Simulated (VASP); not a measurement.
# ZnO (Pm-3m) in VASP: a series of runs

ZnO is run at these levels: PBEsol, r2SCAN+rVV10; tasks: single point, relaxation of cell and atoms.

Everything below comes from runs of VASP 6.6.1. Logs are shortened: lines on timing, memory, paths and dates and some standing lists are left out, and cuts for length are marked.

### Step 1. The cell of the first run

The structure is cubic, space group Pm-3m (No. 221). Conventional cell: a = 2.645 Å, b = 2.645 Å, c = 2.645 Å, α = 90.00°, β = 90.00°, γ = 90.00°. Zn (site symmetry m-3m) has 8 O at 2.29 Å and 6 Zn at 2.64 Å within 3.0 Å. O (site symmetry m-3m) has 8 Zn at 2.29 Å and 6 O at 2.64 Å within 3.0 Å.

### Step 2. Single point, PBEsol

INCAR

```
PREC     = Accurate       # precision mode
ENCUT    = 520            # plane-wave cutoff, eV
EDIFF    = 1E-6           # SCF threshold, eV
ISMEAR   = -1             # smearing method
SIGMA    = 0.03           # smearing width, eV
LREAL    = False          # projectors in reciprocal space
LASPH    = True           # aspherical terms in the spheres
NELM     = 60             # most SCF steps
ALGO     = Normal         # electronic algorithm
ISIF     = 2              # what is computed and relaxed
LWAVE    = False          # write WAVECAR
LCHARG   = False          # write CHGCAR
GGA      = PS             # functional
NBANDS   = 16             # bands
```

KPOINTS

```
Automatic mesh
0
Gamma
  8 8 8
```

POSCAR

```
ZnO
1.0
    2.6447867384      0.0000000000      0.0000000000
    0.0000000000      2.6447867384      0.0000000000
    0.0000000000      0.0000000000      2.6447867384
Zn O
1 1
Direct
    0.0000000000      0.0000000000      0.0000000000
    0.5000000000      0.5000000000      0.5000000000
```

Potentials or basis: VASP PAW PBE potentials, release 64 (Zn, O).

On the command line:

```sh
> cat potpaw_PBE.64/Zn/POTCAR potpaw_PBE.64/O/POTCAR > POTCAR
> mpirun -np 1 vasp_std > vasp.out
```

OUTCAR:

```text
PREC = Accurate
   ENCUT = 520
   EDIFF = 1E-6
   ISMEAR = -1
   LREAL = False
   LASPH = True
   NELM = 60
   ISIF = 2
   GGA = PS

 ion  position               nearest neighbor table
   1  0.000  0.000  0.000-   2 2.29   2 2.29   2 2.29   2 2.29   2 2.29   2 2.29   2 2.29   2 2.29

   2  0.500  0.500  0.500-   1 2.29   1 2.29   1 2.29   1 2.29   1 2.29   1 2.29   1 2.29   1 2.29

  LATTYP: Found a simple cubic cell.
 ALAT       =     2.6447867384

  Lattice vectors:

 A1 = (   2.6447867384,   0.0000000000,   0.0000000000)
 A2 = (   0.0000000000,   2.6447867384,   0.0000000000)
 A3 = (   0.0000000000,   0.0000000000,   2.6447867384)

Analysis of symmetry for initial positions (statically):
=====================================================================
 Subroutine PRICEL returns:
 Original cell was already a primitive cell.

 Routine SETGRP: Setting up the symmetry group for a
 simple cubic supercell.

 Subroutine GETGRP returns: Found 48 space group operations
 (whereof 48 operations were pure point group operations)
 out of a pool of 48 trial point group operations.

The static configuration has the point symmetry O_h .

Analysis of symmetry for dynamics (positions and initial velocities):
=====================================================================
 Subroutine PRICEL returns:
 Original cell was already a primitive cell.

 Routine SETGRP: Setting up the symmetry group for a
 simple cubic supercell.

 Subroutine GETGRP returns: Found 48 space group operations
 (whereof 48 operations were pure point group operations)
 out of a pool of 48 trial point group operations.

The dynamic configuration has the point symmetry O_h .

 Subroutine INISYM returns: Found 48 space group operations
 (whereof 48 operations are pure point group operations),
 and found     1 'primitive' translations

----------------------------------------------------------------------------------------

                                     Primitive cell

  volume of cell :      18.5000

  direct lattice vectors                    reciprocal lattice vectors
     2.644786738  0.000000000  0.000000000     0.378102319  0.000000000  0.000000000
     0.000000000  2.644786738  0.000000000     0.000000000  0.378102319  0.000000000
     0.000000000  0.000000000  2.644786738     0.000000000  0.000000000  0.378102319

  length of vectors
     2.644786738  2.644786738  2.644786738     0.378102319  0.378102319  0.378102319

  position of ions in fractional coordinates (direct lattice)
     0.000000000  0.000000000  0.000000000
     0.500000000  0.500000000  0.500000000

  ion indices of the primitive-cell ions
   primitive index   ion index
                 1           1
                 2           2

----------------------------------------------------------------------------------------

 KPOINTS: Automatic mesh

Automatic generation of k-mesh.
 Grid dimensions read from file:
 generate k-points for:    8    8    8

 Generating k-lattice:

  Cartesian coordinates                     Fractional coordinates (reciprocal lattice)
     0.047262790  0.000000000  0.000000000     0.125000000  0.000000000  0.000000000
     0.000000000  0.047262790  0.000000000     0.000000000  0.125000000  0.000000000
     0.000000000  0.000000000  0.047262790     0.000000000  0.000000000  0.125000000

  Length of vectors
     0.047262790  0.047262790  0.047262790

  Shift w.r.t. Gamma in fractional coordinates (k-lattice)
     0.000000000  0.000000000  0.000000000

 Subroutine IBZKPT returns following result:
 ===========================================

 Found     35 irreducible k-points:

 Following reciprocal coordinates:
            Coordinates               Weight
  0.000000  0.000000  0.000000      1.000000
  0.125000  0.000000  0.000000      6.000000
  0.250000  0.000000  0.000000      6.000000
  0.375000  0.000000  0.000000      6.000000
  0.500000  0.000000  0.000000      3.000000
  0.125000  0.125000  0.000000     12.000000
[... 16 lines left out ...]
  0.375000  0.375000  0.125000     24.000000
  0.500000  0.375000  0.125000     24.000000
 [... further k-points ...]
   k-points           NKPTS =     35   k-points in BZ     NKDIM =     35   number of bands    NBANDS=     16
   number of dos      NEDOS =    301   number of ions     NIONS =      2
   total plane-waves  NPLWV =   8000
   dimension x,y,z NGX =    20 NGY =   20 NGZ =   20
   dimension x,y,z NGXF=    40 NGYF=   40 NGZF=   40
   ions per type =               1   1
   NGX,Y,Z   is equivalent  to a cutoff of  12.57, 12.57, 12.57 a.u.
   NGXF,Y,Z  is equivalent  to a cutoff of  25.14, 25.14, 25.14 a.u.
 SYSTEM =  unknown system
   PREC   = accura    normal or accurate (medium, high low for compatibility)
   ISTART =      0    job   : 0-new  1-cont  2-samecut
   ICHARG =      2    charge: 1-file 2-atom 10-const
   ISPIN  =      1    spin polarized calculation?
   LNONCOLLINEAR =      F non collinear calculations
   LSORBIT =      F    spin-orbit coupling
   LASPH  =      T    aspherical Exc in radial PAW
   ENCUT  =  520.0 eV  38.22 Ry    6.18 a.u.   4.92  4.92  4.92*2*pi/ulx,y,z
   NELM   =     60;   NELMIN=  2; NELMDL= -5     # of ELM steps
   EDIFF  = 0.1E-05   stopping-criterion for ELM
   LREAL  =      F    real-space projection
   EDIFFG = 0.1E-04   stopping-criterion for IOM
   NSW    =      0    number of steps for IOM
   IBRION =     -1    ionic relax: 0-MD 1-quasi-New 2-CG
   NFREE  =      0    steps in history (QN), initial steepest desc. (CG)
   ISIF   =      2    stress and relaxation
   ISYM   =      2    0-nonsym 1-usesym 2-fastsym
   POTIM  = 0.5000    time-step for ionic-motion
   TEBEG  =    0.0;   TEEND  =   0.0 temperature during run
   PSTRESS=    0.0 pullay stress
   NELECT =      18.0000    total number of electrons
   NUPDOWN=      -1.0000    fix difference up-down
   EMIN   =  10.00;   EMAX   =-10.00  energy-range for DOS
   EFERMI =   0.00;   METHOD = LEGACY
   ISMEAR =    -1;   SIGMA  =   0.03  broadening in eV -4-tet -1-fermi 0-gaus
   EFERMI_NEDOS =   21; number of points for ismear=-14 and -15
   IALGO  =     38    algorithm
   IMIX   =      4    mixing-type and parameters
     AMIX     =   0.40;   BMIX     =  1.00
     AMIX_MAG =   1.60;   BMIX_MAG =  1.00
  volume/ion in A,a.u.               =       9.25        62.42
  Fermi-wavevector in a.u.,A,eV,Ry     =   1.622215  3.065541 35.804828  2.631581
  Thomas-Fermi vector in A             =   2.715864
   LORBIT       =      0    0 simple, 1 ext, 2 COOP (PROOUT), +10 PAW based schemes
   GGA     = PS    functional components
   LHFCALC =     F    Hartree Fock is set to
   AEXX    =    0.0000 exact exchange contribution
   IVDW    =     0    specifies the selected vdW correction
   LEPSILON=     F    determine dielectric tensor
   LRPA    =     F    only Hartree local field effects (RPA)
 non-spin polarized calculation
  energy-cutoff  :      520.00
  volume of cell :       18.50
 maximum number of plane-waves:       512
 NGX is ok and might be reduce to    20
   NGX =  9   NGY =  9   NGZ =  9

 number of electron      18.0000024 magnetization

 Free energy of the ion-electron system (eV)
  ---------------------------------------------------
  ext. energy  EPLUGINS =         0.00000000
  ---------------------------------------------------
  free energy    TOTEN  =        -8.36001454 eV

  energy without entropy =       -8.35953628  energy(sigma->0) =       -8.35977541

 E-fermi :   3.5276     XC(G=0): -13.0115

 val. band max:        3.4558241352   @ k =   0.5000   0.0000   0.0000
 cond. band min:       4.3530083038   @ k =   0.1250   0.0000   0.0000
 fundamental gap:      0.8971841685
 Fermi energy:         3.5276375894

 k-point     1 :       0.0000    0.0000    0.0000
  band No.  band energies     occupation
      1     -15.3812      2.00000
      2      -3.0984      2.00000
      3      -3.0984      2.00000
      4      -1.8752      2.00000
      5      -1.8752      2.00000
      6      -1.8752      2.00000
[... 8 lines left out ...]
     15      21.3534      0.00000
     16      35.9997      0.00000

 k-point     2 :       0.1250    0.0000    0.0000
  band No.  band energies     occupation
      1     -15.2106      2.00000
      2      -3.0917      2.00000
      3      -3.0756      2.00000
      4      -1.9940      2.00000
      5      -1.9940      2.00000
      6      -1.8695      2.00000
[... 8 lines left out ...]
     15      22.7403      0.00000
     16      31.9743      0.00000

 k-point     3 :       0.2500    0.0000    0.0000
  band No.  band energies     occupation
      1     -14.7583      2.00000
      2      -3.4574      2.00000
      3      -3.0200      2.00000
      4      -2.2484      2.00000
      5      -2.2484      2.00000
      6      -1.8558      2.00000
[... 8 lines left out ...]
     15      25.7606      0.00000
     16      28.0575      0.00000

 k-point     4 :       0.3750    0.0000    0.0000
  band No.  band energies     occupation
      1     -14.2267      2.00000
      2      -4.4743      2.00000
      3      -2.9640      2.00000
      4      -2.4702      2.00000
      5      -2.4702      2.00000
      6      -1.8420      2.00000
[... 8 lines left out ...]
     15      24.9556      0.00000
     16      29.4770      0.00000
[... 324 lines left out ...]
 k-point    22 :       0.5000    0.2500    0.1250
  band No.  band energies     occupation
      1     -13.4919      2.00000
      2      -3.8420      2.00000
      3      -2.8760      2.00000
      4      -2.5986      2.00000
      5      -2.1444      2.00000
      6      -2.0584      2.00000
[... 8 lines left out ...]
     15      25.7355      0.00000
     16      30.3372      0.00000

 k-point    23 :       0.3750    0.3750    0.1250
  band No.  band energies     occupation
      1     -13.3459      2.00000
      2      -3.2506      2.00000
      3      -2.7894      2.00000
      4      -2.5537      2.00000
      5      -2.0871      2.00000
      6      -1.9694      2.00000
[... 8 lines left out ...]
     15      26.0005      0.00000
     16      28.2582      0.00000

 k-point    24 :       0.5000    0.3750    0.1250
  band No.  band energies     occupation
      1     -13.1937      2.00000
      2      -3.1550      2.00000
      3      -2.9015      2.00000
      4      -2.5293      2.00000
      5      -2.1434      2.00000
      6      -1.8808      2.00000
[... 8 lines left out ...]
     15      25.7983      0.00000
     16      27.3889      0.00000

 [... further k-points ...]
[... 5 lines left out ...]
  --------------------------------------------------------------------------------------
  -------------------------------------------------------------------------------------
  Total        0.1202740      0.1202740      0.1202740     -0.0000000     -0.0000000      0.0000000
  in kB       10.4162278     10.4162278     10.4162278     -0.0000000     -0.0000000      0.0000000
  external PRESSURE =      10.4162278 kB  Pullay stress =       0.0000000 kB

 VOLUME and BASIS-vectors are now :
 -----------------------------------------------------------------------------
  energy-cutoff  :      520.00
  volume of cell :       18.50
      direct lattice vectors                 reciprocal lattice vectors
     2.644786738  0.000000000  0.000000000     0.378102319  0.000000000  0.000000000
     0.000000000  2.644786738  0.000000000     0.000000000  0.378102319  0.000000000
     0.000000000  0.000000000  2.644786738     0.000000000  0.000000000  0.378102319

 POSITION                                       TOTAL-FORCE (eV/Angst)
 -----------------------------------------------------------------------------------
      0.00000      0.00000      0.00000         0.000000      0.000000      0.000000
      1.32239      1.32239      1.32239         0.000000      0.000000      0.000000
 -----------------------------------------------------------------------------------
    total drift:                               -0.000000      0.000000      0.000000

  FREE ENERGIE OF THE ION-ELECTRON SYSTEM (eV)
  ---------------------------------------------------
  free  energy   TOTEN  =        -8.3600145446 eV

  energy  without entropy=       -8.3595362789  energy(sigma->0) =       -8.35977541
```

It used 8.9 s of CPU time on 1 thread of AMD EPYC 7R13 Processor (Zen 3), with other jobs on the host.

What came out:

```
Free energy            : -8.3600 eV
Pressure               : 1.0 GPa
Band gap on the k mesh : zero (band 9 reaches 3.46 eV, above the bottom of band 10 at 2.81 eV)
```

Caveat: the PAW data sets were made with another functional, which shifts forces and pressure a little.

### Step 3. Single point, r2SCAN+rVV10

This run uses another cell than the first one, of 9.17 Å³/atom, 0.992 times its volume.

POSCAR

```
ZnO
1.0
    2.6373700361      0.0000000000      0.0000000000
    0.0000000000      2.6373700361      0.0000000000
    0.0000000000      0.0000000000      2.6373700361
Zn O
1 1
Direct
    0.0000000000      0.0000000000      0.0000000000
    0.5000000000      0.5000000000      0.5000000000
```

INCAR.step1

```
SYSTEM = ZnO
ALGO = Normal
EDIFF = 1E-4
ENCUT = 520
GGA = PE
ISMEAR = -1
LASPH = .True.
LCHARG = .False.
LREAL = .False.
LWAVE = .True.
NBANDS = 16
NELM = 60
PREC = Accurate
SIGMA = 0.03
```

INCAR.step2

```
SYSTEM = ZnO
ALGO = Normal
BPARAM = 11.95
CPARAM = 0.0093
EDIFF = 1E-6
ENCUT = 520
ISIF = 2
ISMEAR = -1
ISTART = 1
IVDW_NL = 2
LASPH = .True.
LCHARG = .False.
LMIXTAU = .True.
LREAL = .False.
LUSE_VDW = .True.
LWAVE = .False.
METAGGA = R2SCAN
NBANDS = 16
NELM = 60
PREC = Accurate
SIGMA = 0.03
```

KPOINTS

```
k-points
0
Gamma
  10 10 10
  0 0 0
```

Potentials or basis: VASP PAW PBE potentials, release 64 (Zn, O).

On the command line:

```sh
> cat potpaw_PBE.64/Zn/POTCAR potpaw_PBE.64/O/POTCAR > POTCAR
> cp INCAR.step1 INCAR
> mpirun -np 1 vasp_std > vasp.out
> cp INCAR.step2 INCAR
> mpirun -np 1 vasp_std > vasp.out
```

It took 95 s on 1 thread of AMD EPYC 7R13 (Zen 3), shared host; peak memory 0.16 GiB.

It converged, with:

```yaml
Free_energy: -16.2204 eV
Pressure: 1.3 GPa
Band_gap_on_the_k_mesh: zero (band 9 reaches 3.35 eV, above the bottom of band 10 at 3.34 eV)
```

Levels at points of the mesh, in eV from the Fermi level:
```
           k point  band 5  band 6  band 7  band 8  band 9  band 10  band 11  band 12  band 13  band 14
(0.00, 0.00, 0.00)   -5.61   -5.61   -1.43   -1.43   -1.43    -0.09    15.11    15.11    19.23    19.23
(0.50, 0.00, 0.00)   -6.29   -5.57   -4.72   -0.08   -0.08     6.01     7.57    16.97    16.97    18.33
(0.50, 0.50, 0.00)   -5.80   -5.35   -5.35   -5.32   -0.28     3.31    11.35    11.35    17.06    23.01
(0.50, 0.50, 0.50)   -5.30   -5.30   -1.56   -1.56   -1.56     6.18     6.18     6.18    10.79    22.73
```

Caveat: the PAW data sets were made with another functional, which shifts forces and pressure a little.

### Step 4. Relaxation of cell and atoms, PBEsol

This run uses another cell than the first one, of 11.85 Å³/atom, 1.281 times its volume.

INCAR

```
SYSTEM = ZnO
ALGO = Normal ; EDIFF = 1E-6
EDIFFG = -0.01 ; ENCUT = 600
GGA = PS ; IBRION = 2
ISIF = 3 ; ISMEAR = -1
LASPH = .True. ; LCHARG = .False.
LREAL = .False. ; LWAVE = .False.
NELM = 80 ; NSW = 100
PREC = Accurate ; SIGMA = 0.03
```

KPOINTS

```
k-points
0
Gamma
  8 8 8
  0 0 0
```

POSCAR

```
ZnO
1.0
    2.8723722900      0.0000000000      0.0000000000
    0.0000000000      2.8723722900      0.0000000000
    0.0000000000      0.0000000000      2.8723722900
Zn O
1 1
Direct
    0.0000000000      0.0000000000      0.0000000000
    0.5000000000      0.5000000000      0.5000000000
```

On the command line:

```sh
> cat potpaw_PBE.64/Zn/POTCAR potpaw_PBE.64/O/POTCAR > POTCAR
> mpirun -np 1 vasp_std > vasp.out
```

It took 31 s on 1 thread of AMD EPYC 7R13 (Zen 3), shared host; peak memory 0.12 GiB.

The run converged. Its results:

| Property | Result |
| --- | --- |
| Free energy | -8.3731 eV |
| Relaxed volume | 9.28 Å³/atom |
| Relaxed cell | a = 2.648 Å, b = 2.648 Å, c = 2.648 Å, α = 90.00°, β = 90.00°, γ = 90.00° |
| Space group after relaxing (to 0.05 Å) | Pm-3m (No. 221) |
| Energy gained by relaxing | 257.6 meV/atom |
| Ionic steps | 3 |
| Pressure after relaxing | 0.1 GPa |
| Band gap on the k mesh | zero (band 9 reaches 3.42 eV, above the bottom of band 10 at 2.75 eV) |

Step by step:
```
step  energy change (eV)  largest force (eV/Å)  pressure (GPa)  volume (Å³)
   1              0.0000                0.0000          -25.68        23.70
   2             -0.4924                0.0000            9.05        17.76
   3             -0.5151                0.0000            0.07        18.57
```

Final structure:
```xyz
2
Lattice="2.6480 0.0000 0.0000 0.0000 2.6480 0.0000 0.0000 0.0000 2.6480" Properties=species:S:1:pos:R:3 pbc="T T T"
Zn    0.0000    0.0000    0.0000
O     1.3240    1.3240    1.3240
```

Levels at points of the mesh, in eV from the Fermi level:
| k point | band 6 | band 7 | band 8 | band 9 | band 10 | band 11 | band 12 | band 13 |
| --- | --- | --- | --- | --- | --- | --- | --- | --- |
| (0.00, 0.00, 0.00) | -5.40 | -1.39 | -1.39 | -1.39 | -0.74 | 14.11 | 14.11 | 17.78 |
| (0.50, 0.00, 0.00) | -5.36 | -4.58 | -0.07 | -0.07 | 5.10 | 6.72 | 15.81 | 15.81 |
| (0.50, 0.50, 0.00) | -5.28 | -5.28 | -5.13 | -0.27 | 2.59 | 10.24 | 10.24 | 15.90 |
| (0.50, 0.50, 0.50) | -5.11 | -1.48 | -1.48 | -1.48 | 5.32 | 5.32 | 5.32 | 9.74 |

Caveat: the volume moved by over 15 % at a fixed basis, so the end points are rough; the PAW data sets were made with another functional, which shifts forces and pressure a little.

### Step 5. The runs side by side

```tsv
task	level	cell	k mesh	cutoff (eV)	gap on the mesh (eV)	pressure (GPa)
single point	PBEsol	a = 2.645 Å, 2 atoms	8 × 8 × 8	520	none	1.0
single point	r2SCAN+rVV10	a = 2.637 Å, 2 atoms	10 × 10 × 10	520	none	1.3
relaxation of cell and atoms	PBEsol	relaxed from a = 2.872 Å, 2 atoms	8 × 8 × 8	600	none	0.1
```

Alike in all rows: potentials or basis VASP PAW PBE potentials, release 64 (Zn, O); no spin polarisation; smearing fermi-dirac 0.03 eV.

Caveats: the PAW data sets were made with another functional, which shifts forces and pressure a little; the volume moved by over 15 % at a fixed basis, so the end points are rough (some runs).

Absolute energies hang on the potentials; compare differences alone.
